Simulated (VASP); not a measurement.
# AlGa7As8 (P1) in VASP: single point with PBEsol

Aim: the single point of AlGa7As8 with PBEsol.

Program: VASP 6.6.1. These are calculated values, not measurements. Logs are shortened: lines on timing, memory, paths and dates and some standing lists are left out, and cuts for length are marked.

**1. The cell of the first run**

The typed cell holds 64 atoms: a = 11.322 Å, b = 11.322 Å, c = 11.322 Å, α = 90.00°, β = 90.00°, γ = 90.00°.

**2. Single point, PBEsol**

INCAR reads:

```
  PREC = Accurate
  ENCUT = 500
  EDIFF = 1E-6
  ISMEAR = -1
  SIGMA = 0.05
  LREAL = Auto
  LASPH = T
  NELM = 120
  ALGO = Normal
  ISIF = 2
  LWAVE = F
  LCHARG = F
  GGA = PS
  NBANDS = 306
  ISYM = -1
  GGA_COMPAT = F
```

KPOINTS reads:

```
explicit points
1
Reciprocal
  0.25000000   0.25000000   0.25000000 1
```

POSCAR reads:

```
AlGa7As8
1.0
   11.3215814227      0.0000000000      0.0000000000
    0.0000000000     11.3215814227      0.0000000000
    0.0000000000      0.0000000000     11.3215814227
Ga As Al
28 32 4
Direct
    0.9991580000      0.0001380000      0.0005530000
    0.9996000000      0.0002940000      0.5003320000
    0.9993230000      0.4995450000      0.0005690000
    0.9992270000      0.5001400000      0.5005110000
    0.4990830000      0.9996950000      0.0007490000
    0.4992540000      0.0000930000      0.5002840000
    0.4995130000      0.4998760000      0.0005200000
    0.4996700000      0.4999190000      0.5004300000
    0.2494680000      0.2495150000      0.0007510000
    0.2496920000      0.2498190000      0.5002290000
    0.2497750000      0.7494570000      0.0007770000
    0.2498230000      0.7498820000      0.5003600000
    0.7496120000      0.2498320000      0.0006040000
    0.7495260000      0.2499490000      0.5005130000
    0.7491170000      0.7496480000      0.0007170000
    0.7497190000      0.7495400000      0.5006670000
    0.2493010000      0.9997500000      0.2505280000
    0.2495370000      0.4993720000      0.2503700000
    0.7489710000      0.9997700000      0.2503550000
    0.7491180000      0.4994050000      0.2505680000
    0.7493090000      0.4995300000      0.7507010000
    0.9994580000      0.2497910000      0.2507030000
    0.9989270000      0.2497860000      0.7508380000
    0.9991650000      0.7496340000      0.7508350000
    0.4993660000      0.2496730000      0.2505660000
    0.4993610000      0.2495900000      0.7507350000
    0.4994630000      0.7496590000      0.2507890000
    0.4993690000      0.7493740000      0.7509460000
    0.1243010000      0.1246780000      0.1255950000
    0.1241710000      0.1253930000      0.6254320000
    0.1245820000      0.6244520000      0.1255290000
    0.1243970000      0.6251360000      0.6254600000
    0.6241390000      0.1247050000      0.1254120000
    0.6242260000      0.1250430000      0.6253280000
    0.6243310000      0.6245230000      0.1257180000
    0.6244850000      0.6247040000      0.6257620000
    0.3744630000      0.3745240000      0.1253690000
    0.3748660000      0.3746650000      0.6253070000
    0.3743520000      0.8746830000      0.1257720000
    0.3748980000      0.8745180000      0.6254690000
    0.8743230000      0.3747560000      0.1256710000
    0.8744340000      0.3748860000      0.6255460000
    0.8741220000      0.8750650000      0.1254650000
    0.8748110000      0.8747530000      0.6254200000
    0.3741140000      0.1245350000      0.3751380000
    0.3738770000      0.1241940000      0.8751580000
    0.3742600000      0.6244400000      0.3753500000
    0.3740310000      0.6242630000      0.8751900000
    0.8740290000      0.1246390000      0.3752380000
    0.8738290000      0.1243750000      0.8750820000
    0.8741200000      0.6245000000      0.3753140000
    0.8741030000      0.6245590000      0.8756190000
    0.1243800000      0.3748610000      0.3755610000
    0.1240380000      0.3743170000      0.8758020000
    0.1244730000      0.8748630000      0.3754410000
    0.1240690000      0.8743180000      0.8761900000
    0.6243060000      0.3746310000      0.3754580000
    0.6243090000      0.3745790000      0.8756200000
    0.6244290000      0.8747420000      0.3757310000
    0.6239770000      0.8744470000      0.8759910000
    0.2486350000      0.9990360000      0.7500540000
    0.2488770000      0.4991040000      0.7501680000
    0.7487320000      0.9991600000      0.7501480000
    0.9992920000      0.7497640000      0.2503700000
```

Potentials or basis: VASP PAW PBE potentials, release 64 (Ga_d, As, Al).

Started as:

```sh
> cat potpaw_PBE.64/Ga_d/POTCAR potpaw_PBE.64/As/POTCAR potpaw_PBE.64/Al/POTCAR > POTCAR
> mpirun -np 1 vasp_std > vasp.out
```

OUTCAR:

```text
PREC = Accurate
   ENCUT = 500
   EDIFF = 1E-6
   ISMEAR = -1
   LREAL = Auto
   LASPH = T
   NELM = 120
   ISIF = 2
   GGA = PS
   ISYM = -1

 ion  position               nearest neighbor table
   1  0.999  0.000  0.001-  29 2.45  43 2.45  50 2.45  56 2.45
   2  1.000  0.000  0.500-  30 2.45  49 2.45  55 2.45  44 2.45
   3  0.999  0.500  0.001-  54 2.45  41 2.45  31 2.45  52 2.45
   4  0.999  0.500  0.501-  51 2.45  42 2.45  32 2.45  53 2.45
   5  0.499  1.000  0.001-  33 2.45  39 2.45  60 2.45  46 2.45
   6  0.499  0.000  0.500-  45 2.45  34 2.45  59 2.45  40 2.45
[... 56 lines left out ...]
  63  0.749  0.999  0.750-  34 2.45  44 2.45  50 2.45  60 2.45
  64  0.999  0.750  0.250-  55 2.45  43 2.45  51 2.45  31 2.45

IMPORTANT INFORMATION: All symmetrisations will be switched off!
NOSYMM: (Re-)initialisation of all symmetry stuff for point group C_1.

----------------------------------------------------------------------------------------

                                     Primitive cell

  volume of cell :    1451.1800

  direct lattice vectors                    reciprocal lattice vectors
    11.321581423  0.000000000  0.000000000     0.088326883  0.000000000  0.000000000
     0.000000000 11.321581423  0.000000000     0.000000000  0.088326883  0.000000000
     0.000000000  0.000000000 11.321581423     0.000000000  0.000000000  0.088326883

  length of vectors
    11.321581423 11.321581423 11.321581423     0.088326883  0.088326883  0.088326883

  position of ions in fractional coordinates (direct lattice)
     0.999158000  0.000138000  0.000553000
     0.999600000  0.000294000  0.500332000
     0.999323000  0.499545000  0.000569000
     0.999227000  0.500140000  0.500511000
     0.499083000  0.999695000  0.000749000
     0.499254000  0.000093000  0.500284000
[... 56 lines left out ...]
     0.748732000  0.999160000  0.750148000
     0.999292000  0.749764000  0.250370000

  ion indices of the primitive-cell ions
   primitive index   ion index
                 1           1
                 2           2
                 3           3
                 4           4
                 5           5
                 6           6
[... 56 lines left out ...]
                63          63
                64          64

----------------------------------------------------------------------------------------

 KPOINTS: explicit points

Read explicit list of k-points.

 Found      1 k-points:

 Following reciprocal coordinates:
            Coordinates               Weight
  0.250000  0.250000  0.250000      1.000000
   k-points           NKPTS =      1   k-points in BZ     NKDIM =      1   number of bands    NBANDS=    306
   number of dos      NEDOS =    301   number of ions     NIONS =     64
   total plane-waves  NPLWV = 592704
   dimension x,y,z NGX =    84 NGY =   84 NGZ =   84
   dimension x,y,z NGXF=   168 NGYF=  168 NGZF=  168
   ions per type =              28  32   4
   NGX,Y,Z   is equivalent  to a cutoff of  12.33, 12.33, 12.33 a.u.
   NGXF,Y,Z  is equivalent  to a cutoff of  24.67, 24.67, 24.67 a.u.
 SYSTEM =  unknown system
   PREC   = accura    normal or accurate (medium, high low for compatibility)
   ISTART =      0    job   : 0-new  1-cont  2-samecut
   ICHARG =      2    charge: 1-file 2-atom 10-const
   ISPIN  =      1    spin polarized calculation?
   LNONCOLLINEAR =      F non collinear calculations
   LSORBIT =      F    spin-orbit coupling
   LASPH  =      T    aspherical Exc in radial PAW
   ENCUT  =  500.0 eV  36.75 Ry    6.06 a.u.  20.64 20.64 20.64*2*pi/ulx,y,z
   NELM   =    120;   NELMIN=  2; NELMDL= -5     # of ELM steps
   EDIFF  = 0.1E-05   stopping-criterion for ELM
   LREAL  =      T    real-space projection
   EDIFFG = 0.1E-04   stopping-criterion for IOM
   NSW    =      0    number of steps for IOM
   IBRION =     -1    ionic relax: 0-MD 1-quasi-New 2-CG
   NFREE  =      0    steps in history (QN), initial steepest desc. (CG)
   ISIF   =      2    stress and relaxation
   ISYM   =     -1    0-nonsym 1-usesym 2-fastsym
   POTIM  = 0.5000    time-step for ionic-motion
   TEBEG  =    0.0;   TEEND  =   0.0 temperature during run
   PSTRESS=    0.0 pullay stress
   NELECT =     536.0000    total number of electrons
   NUPDOWN=      -1.0000    fix difference up-down
   EMIN   =  10.00;   EMAX   =-10.00  energy-range for DOS
   EFERMI =   0.00;   METHOD = LEGACY
   ISMEAR =    -1;   SIGMA  =   0.05  broadening in eV -4-tet -1-fermi 0-gaus
   EFERMI_NEDOS =   21; number of points for ismear=-14 and -15
   IALGO  =     38    algorithm
   IMIX   =      4    mixing-type and parameters
     AMIX     =   0.40;   BMIX     =  1.00
     AMIX_MAG =   1.60;   BMIX_MAG =  1.00
  volume/ion in A,a.u.               =      22.67       153.02
  Fermi-wavevector in a.u.,A,eV,Ry     =   1.174598  2.219669 18.771699  1.379681
  Thomas-Fermi vector in A             =   2.310993
   LORBIT       =      0    0 simple, 1 ext, 2 COOP (PROOUT), +10 PAW based schemes
   GGA     = PS    functional components
   LHFCALC =     F    Hartree Fock is set to
   AEXX    =    0.0000 exact exchange contribution
   IVDW    =     0    specifies the selected vdW correction
   LEPSILON=     F    determine dielectric tensor
   LRPA    =     F    only Hartree local field effects (RPA)
 non-spin polarized calculation
  energy-cutoff  :      500.00
  volume of cell :     1451.18
 maximum number of plane-waves:     36837
 NGX is ok and might be reduce to    84
   NGX = 41   NGY = 41   NGZ = 41

 number of electron     536.0000454 magnetization

 Free energy of the ion-electron system (eV)
  ---------------------------------------------------
  ext. energy  EPLUGINS =         0.00000000
  ---------------------------------------------------
  free energy    TOTEN  =      -294.65983044 eV

  energy without entropy =     -294.65982586  energy(sigma->0) =     -294.65982815

 E-fermi :   4.2532     XC(G=0):  -9.6856

 val. band max:        3.5503293811   @ k =   0.2500   0.2500   0.2500
 cond. band min:       4.9219514310   @ k =   0.2500   0.2500   0.2500
 fundamental gap:      1.3716220500
 Fermi energy:         4.2532141205

 k-point     1 :       0.2500    0.2500    0.2500
  band No.  band energies     occupation
      1     -11.0449      2.00000
      2     -11.0437      2.00000
      3     -11.0433      2.00000
      4     -11.0399      2.00000
      5     -11.0382      2.00000
      6     -11.0367      2.00000
[... 272 lines left out ...]
    279       5.9094      0.00000
    280       6.0859      0.00000
 [bands above 280 left out]

------------------------ aborting loop because EDIFF is reached ----------------------------------------

  FORCE on cell =-STRESS in cart. coord.  units (eV):
  Direction    XX          YY          ZZ          XY          YZ          ZX
  --------------------------------------------------------------------------------------
  -------------------------------------------------------------------------------------
  Total        1.9457622      1.9889662      1.9546552     -7.0340127     -7.0080691     -6.9760088
  in kB        2.1482215      2.1959210      2.1580398     -7.7659117     -7.7372686     -7.7018724
  external PRESSURE =       2.1673941 kB  Pullay stress =       0.0000000 kB

 VOLUME and BASIS-vectors are now :
 -----------------------------------------------------------------------------
  energy-cutoff  :      500.00
  volume of cell :     1451.18
      direct lattice vectors                 reciprocal lattice vectors
    11.321581423  0.000000000  0.000000000     0.088326883  0.000000000  0.000000000
     0.000000000 11.321581423  0.000000000     0.000000000  0.088326883  0.000000000
     0.000000000  0.000000000 11.321581423     0.000000000  0.000000000  0.088326883

 POSITION                                       TOTAL-FORCE (eV/Angst)
 -----------------------------------------------------------------------------------
     11.31205      0.00156      0.00626         0.002247     -0.001826      0.003525
     11.31705      0.00333      5.66455        -0.002860      0.000613     -0.001337
     11.31392      5.65564      0.00644         0.011388      0.005999     -0.002352
     11.31283      5.66238      5.66658         0.007588     -0.000615     -0.001016
      5.65041     11.31813      0.00848         0.004539      0.014610      0.001249
      5.65234      0.00105      5.66401         0.004445     -0.005823     -0.002304
[... 56 lines left out ...]
      8.47683     11.31207      8.49286        -0.003585     -0.006795     -0.001540
     11.31357      8.48851      2.83458        -0.007001     -0.010793     -0.007540
 -----------------------------------------------------------------------------------
    total drift:                               -0.125881     -0.067931      0.092110

  FREE ENERGIE OF THE ION-ELECTRON SYSTEM (eV)
  ---------------------------------------------------
  free  energy   TOTEN  =      -294.6598304370 eV

  energy  without entropy=     -294.6598258594  energy(sigma->0) =     -294.65982815
```

Wall time 13 min (1 thread of AMD EPYC 7R13 (Zen 3), shared host); peak memory 1.2 GiB.

What came out:

| Item | Value |
| --- | --- |
| Free energy | -294.6598 eV |
| Pressure | 0.2 GPa |
| Largest force | 0.024 eV/Å |
| Band gap on the k mesh | 1.37 eV |

Forces on the atoms (eV/Å):
```
Ga   0.002 -0.002  0.004
Ga  -0.003  0.001 -0.001
Ga   0.011  0.006 -0.002
Ga   0.008 -0.001 -0.001
Ga   0.005  0.015  0.001
Ga   0.004 -0.006 -0.002
Ga  -0.001  0.004  0.004
Ga   0.005  0.002  0.001
Ga   0.005  0.003 -0.007
Ga   0.002  0.002  0.003
Ga   0.002  0.005  0.003
Ga   0.002  0.005  0.000
Ga   0.000 -0.003  0.008
Ga   0.002  0.001 -0.005
Ga   0.008  0.010  0.000
Ga  -0.002  0.002 -0.004
Ga   0.008  0.004 -0.007
Ga   0.002  0.005 -0.004
Ga   0.003  0.004  0.003
Ga   0.005  0.003  0.008
Ga   0.002  0.005 -0.004
Ga  -0.001  0.000 -0.001
Ga   0.007  0.001  0.001
Ga   0.004 -0.007 -0.003
Ga   0.003  0.002 -0.002
Ga   0.002  0.009  0.001
Ga   0.003  0.011  0.000
Ga   0.006  0.007  0.000
As  -0.003 -0.008  0.005
As  -0.005  0.004 -0.003
As   0.018 -0.008 -0.003
As  -0.014  0.014 -0.003
As   0.002  0.004 -0.003
As  -0.005  0.010 -0.002
As  -0.004 -0.002 -0.001
As   0.001 -0.001 -0.001
As  -0.002  0.000  0.006
As   0.001 -0.016  0.008
As  -0.011 -0.009  0.002
As   0.005 -0.011 -0.002
As  -0.006 -0.010  0.000
As  -0.008 -0.001  0.008
As  -0.008  0.015 -0.009
As   0.009 -0.005 -0.002
As  -0.005  0.001 -0.005
As   0.001  0.005  0.003
As  -0.004 -0.002  0.000
As  -0.001 -0.003  0.002
As   0.003 -0.003  0.003
As   0.002  0.005  0.003
As  -0.016 -0.006  0.018
As  -0.004 -0.008 -0.010
As  -0.007 -0.001  0.003
As  -0.002 -0.008  0.010
As  -0.007 -0.005  0.011
As   0.001  0.003  0.005
As  -0.004 -0.004 -0.006
As  -0.001 -0.003 -0.006
As   0.000 -0.010 -0.004
As  -0.005 -0.012 -0.006
Al   0.000  0.003  0.000
Al  -0.004 -0.002 -0.003
Al  -0.004 -0.007 -0.002
Al  -0.007 -0.011 -0.008
```

Levels at points of the mesh, in eV from the valence-band top:
```csv
k point,band 264,band 265,band 266,band 267,band 268,band 269,band 270,band 271,band 272,band 273
"(0.25, 0.25, 0.25)",-0.47,-0.46,-0.46,0.00,0.00,1.37,1.81,1.81,1.85,1.93
```

Caveat: the PAW data sets were made with another functional, which shifts forces and pressure a little; a shifted mesh leaves out Γ, where band edges can lie. A k mesh can miss the band edges.
